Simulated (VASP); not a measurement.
# Ge (Fd-3m) in VASP: further runs, part 3 of 3

VASP 6.6.1. Earlier steps stand in the parts before.

**5. Single point, LDA**

This run uses another cell than the first one: it holds 4 atoms, not 2.

Input file INCAR:

```
SYSTEM = Ge
PREC = Accurate ; ENCUT = 520
EDIFF = 1E-6 ; ISMEAR = -1
SIGMA = 0.02 ; LREAL = .False.
LASPH = .True. ; NELM = 60
ALGO = Normal ; ISIF = 2
LWAVE = .False. ; LCHARG = .False.
GGA = CA ; NBANDS = 36
```

Input file KPOINTS:

```
Automatic mesh
0
Gamma
  8 6 8
  0 0 0
```

Input file POSCAR:

```
Ge
1.0
   -2.8108505728      2.8108505728      0.0000000000
    0.0000000000      0.0000000000      5.6217011455
    2.8108505728      2.8108505728      0.0000000000
Ge
4
Direct
    0.5000000000      0.3750000000      0.2500000000
    0.0000000000      0.8750000000      0.7500000000
    0.0000000000      0.1250000000      0.2500000000
    0.5000000000      0.6250000000      0.7500000000
```

Potentials or basis: VASP PAW LDA potentials, release 64 (Ge_d).

On the command line:

```console
> cat potpaw_LDA.64/Ge_d/POTCAR > POTCAR
> mpirun -np 1 vasp_std > vasp.out
```

OUTCAR:

```text
SYSTEM = Ge
   PREC = Accurate
   ENCUT = 520
   EDIFF = 1E-6
   ISMEAR = -1
   LREAL = .False.
   LASPH = .True.
   NELM = 60
   ISIF = 2
   GGA = CA

 ion  position               nearest neighbor table
   1  0.500  0.375  0.250-   3 2.43   4 2.43   4 2.43   3 2.43
   2  0.000  0.875  0.750-   3 2.43   4 2.43   3 2.43   4 2.43
   3  0.000  0.125  0.250-   1 2.43   2 2.43   2 2.43   1 2.43
   4  0.500  0.625  0.750-   1 2.43   2 2.43   1 2.43   2 2.43

  LATTYP: Found a simple tetragonal cell.
 ALAT       =     3.9751430019
 C/A-ratio  =     1.4142135623

  Lattice vectors:

 A1 = (   2.8108505728,  -2.8108505728,   0.0000000000)
 A2 = (   2.8108505728,   2.8108505728,   0.0000000000)
 A3 = (   0.0000000000,   0.0000000000,   5.6217011455)

Analysis of symmetry for initial positions (statically):
=====================================================================
 Subroutine PRICEL returns following result:

  LATTYP: Found a face centered cubic cell.
 ALAT       =     5.6217011456

  Lattice vectors:

 A1 = (   2.8108505728,   0.0000000000,   2.8108505728)
 A2 = (   2.8108505728,   2.8108505728,   0.0000000000)
 A3 = (   0.0000000000,   2.8108505728,   2.8108505727)

   2 primitive cells build up your supercell.

 Routine SETGRP: Setting up the symmetry group for a
 simple tetragonal supercell.

 Subroutine GETGRP returns: Found 16 space group operations
 (whereof  4 operations were pure point group operations)
 out of a pool of 16 trial point group operations.

The static configuration has the point symmetry C_2h.
 The point group associated with its full space group is D_4h.

Analysis of symmetry for dynamics (positions and initial velocities):
=====================================================================
 Subroutine PRICEL returns following result:

  LATTYP: Found a face centered cubic cell.
 ALAT       =     5.6217011456

  Lattice vectors:

 A1 = (   2.8108505728,   0.0000000000,   2.8108505728)
 A2 = (   2.8108505728,   2.8108505728,   0.0000000000)
[... 126 lines left out ...]
   EFERMI =   0.00;   METHOD = LEGACY
   ISMEAR =    -1;   SIGMA  =   0.02  broadening in eV -4-tet -1-fermi 0-gaus
   EFERMI_NEDOS =   21; number of points for ismear=-14 and -15
   IALGO  =     38    algorithm
   IMIX   =      4    mixing-type and parameters
     AMIX     =   0.40;   BMIX     =  1.00
     AMIX_MAG =   1.60;   BMIX_MAG =  1.00
  volume/ion in A,a.u.               =      22.21       149.87
  Fermi-wavevector in a.u.,A,eV,Ry     =   1.403718  2.652642 26.809235  1.970423
  Thomas-Fermi vector in A             =   2.526351
   LORBIT       =      0    0 simple, 1 ext, 2 COOP (PROOUT), +10 PAW based schemes
   GGA     = CA    functional components
   LHFCALC =     F    Hartree Fock is set to
   AEXX    =    0.0000 exact exchange contribution
   IVDW    =     0    specifies the selected vdW correction
   LEPSILON=     F    determine dielectric tensor
   LRPA    =     F    only Hartree local field effects (RPA)
 non-spin polarized calculation
  energy-cutoff  :      520.00
  volume of cell :       88.83
 maximum number of plane-waves:      2432
 NGX is ok and might be reduce to    30

 number of electron      56.0000032 magnetization

 Free energy of the ion-electron system (eV)
  ---------------------------------------------------
  ext. energy  EPLUGINS =         0.00000000
  ---------------------------------------------------
  free energy    TOTEN  =       -20.77602735 eV

  energy without entropy =      -20.77578344  energy(sigma->0) =      -20.77590540

 E-fermi :   4.9438     XC(G=0): -10.3794

 val. band max:        4.9126789526   @ k =   0.0000   0.0000   0.0000
 cond. band min:       4.9445014427   @ k =   0.0000   0.0000   0.0000
 fundamental gap:      0.0318224901
 Fermi energy:         4.9437670943

 k-point     1 :       0.0000    0.0000    0.0000
  band No.  band energies     occupation
      1     -20.0910      2.00000
      2     -20.0910      2.00000
      3     -20.0556      2.00000
      4     -20.0556      2.00000
      5     -20.0547      2.00000
      6     -20.0177      2.00000
[... 925 lines left out ...]
     35      11.5426      0.00000
     36      11.5426      0.00000

 [... further k-points ...]
[... 5 lines left out ...]
  --------------------------------------------------------------------------------------
  -------------------------------------------------------------------------------------
  Total        0.1071954      0.1071954      0.0349644      0.0000000     -0.0000000      0.0000000
  in kB        1.9333640      1.9333640      0.6306140      0.0000000     -0.0000000      0.0000000
  external PRESSURE =       1.4991140 kB  Pullay stress =       0.0000000 kB

 VOLUME and BASIS-vectors are now :
 -----------------------------------------------------------------------------
  energy-cutoff  :      520.00
  volume of cell :       88.83
      direct lattice vectors                 reciprocal lattice vectors
    -2.810850573  2.810850573  0.000000000    -0.177882099  0.177882099  0.000000000
     0.000000000  0.000000000  5.621701146     0.000000000  0.000000000  0.177882099
     2.810850573  2.810850573  0.000000000     0.177882099  0.177882099  0.000000000

 POSITION                                       TOTAL-FORCE (eV/Angst)
 -----------------------------------------------------------------------------------
     -0.70271      2.10814      2.10814        -0.000000      0.000000      0.000000
      2.10814      2.10814      4.91899        -0.000000     -0.000000      0.000000
      0.70271      0.70271      0.70271         0.000000     -0.000000      0.000000
      0.70271      3.51356      3.51356         0.000000     -0.000000      0.000000
 -----------------------------------------------------------------------------------
    total drift:                                0.000000      0.000000      0.000000

  FREE ENERGIE OF THE ION-ELECTRON SYSTEM (eV)
  ---------------------------------------------------
  free  energy   TOTEN  =       -20.7760273482 eV

  energy  without entropy=      -20.7757834419  energy(sigma->0) =      -20.77590540
```

Wall time 54 s (1 thread of Intel Xeon 6975P-C (Granite Rapids), shared host); peak memory 0.24 GiB.

Results:

```yaml
Free_energy: -20.7760 eV
Pressure: 0.1 GPa
Band_gap_on_the_k_mesh: 0.03 eV
```

Levels at points of the mesh, in eV from the valence-band top:
```tsv
k point	band 25	band 26	band 27	band 28	band 29	band 30	band 31	band 32
(0.00, 0.00, 0.00)	-3.14	0.00	0.00	0.00	0.03	0.64	0.64	2.53
(0.50, 0.00, 0.00)	-3.97	-3.97	-1.54	-1.54	1.92	1.92	4.81	4.81
(0.00, 0.50, 0.00)	-2.09	-2.09	-2.09	-2.09	0.92	0.92	2.70	2.70
(0.50, 0.50, 0.00)	-1.43	-1.43	-1.43	-1.43	0.12	0.12	3.73	3.73
(0.50, 0.00, 0.50)	-3.14	-3.14	-3.14	-3.14	0.64	0.64	0.64	0.64
(0.50, 0.50, 0.50)	-4.01	-4.01	-4.01	-4.01	4.33	4.33	4.33	4.33
```

A k mesh can miss the band edges.

**6. The runs side by side**

| task | cell | k mesh | cutoff (eV) | gap on the mesh (eV) | pressure (GPa) |
| --- | --- | --- | --- | --- | --- |
| single point | a = 3.975 Å, angles 60.0°, 2 atoms, atomic positions A | 10 × 10 × 10 | 520 | 0.03 | 0.2 |
| relaxation of cell and atoms | relaxed from a = 4.000 Å, angles 60.0°, 2 atoms, atomic positions A | 10 × 10 × 10 | 600 | - | 0.0 |
| single point | a = 3.975, b = 5.622 Å, 4 atoms, atomic positions B | 8 × 6 × 8 | 520 | 0.03 | 0.1 |

Alike in all rows: level LDA; potentials or basis VASP PAW LDA potentials, release 64 (Ge_d); no spin polarisation; smearing fermi-dirac 0.02 eV.

Total energies depend on the potentials used, so only differences within one code and one set of settings carry meaning.
